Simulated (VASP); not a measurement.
The system is SrO.

```
Sr O
1.0
     0.00000    2.56630    2.56630
     2.56630    0.00000    2.56630
     2.56630    2.56630    0.00000
Sr O
1 1
Direct
  0.50000 0.50000 0.50000
  0.00000 0.00000 0.00000
```

Program: VASP 6.6.1. Alike in all runs: no spin polarisation; cell as given.

Problem. Order these runs on this cell by their band gap on the k mesh, lowest first.
A. level LDA; potentials or basis VASP PAW LDA potentials, release 64 (Sr_sv, O); k mesh 9 × 9 × 9; cutoff (eV) 520; smearing fermi-dirac 0.05 eV; dipole correction no
B. level SCAN; potentials or basis VASP PAW PBE potentials, release 64 (Sr_sv, O); k mesh 6 × 6 × 6; cutoff (eV) 460; smearing gaussian 0.03 eV; tolerance level standard; purpose bands; route KPOINTS_OPT
C. level PBE; potentials or basis VASP PAW PBE potentials, release 64 (Sr_sv, O); k mesh 9 × 9 × 9; cutoff (eV) 520; smearing gaussian 0.015 eV; dipole correction no
D. level HSE06; potentials or basis VASP PAW PBE potentials, release 64 (Sr_sv, O); k mesh 5 × 5 × 5; cutoff (eV) 520; smearing methfessel-paxton 0.15 eV; dipole correction no; grid for exact exchange (PRECFOCK) Normal
E. level HSE06; potentials or basis VASP PAW PBE potentials, release 64 (Sr_sv, O); k mesh 4 × 4 × 4; cutoff (eV) 450; smearing gaussian 0.02 eV; grid for exact exchange (PRECFOCK) Fast

Solution. A (3.15 eV), C (3.32 eV), B (3.72 eV), E (4.76 eV), D (4.93 eV).

Caveats: some runs use coarse meshes; an odd mesh through Γ misses points on the zone boundary, where band edges can lie (at least some runs); the cell stands under tension (at least some runs).

A k mesh can miss the band edges, odd and even meshes differently.
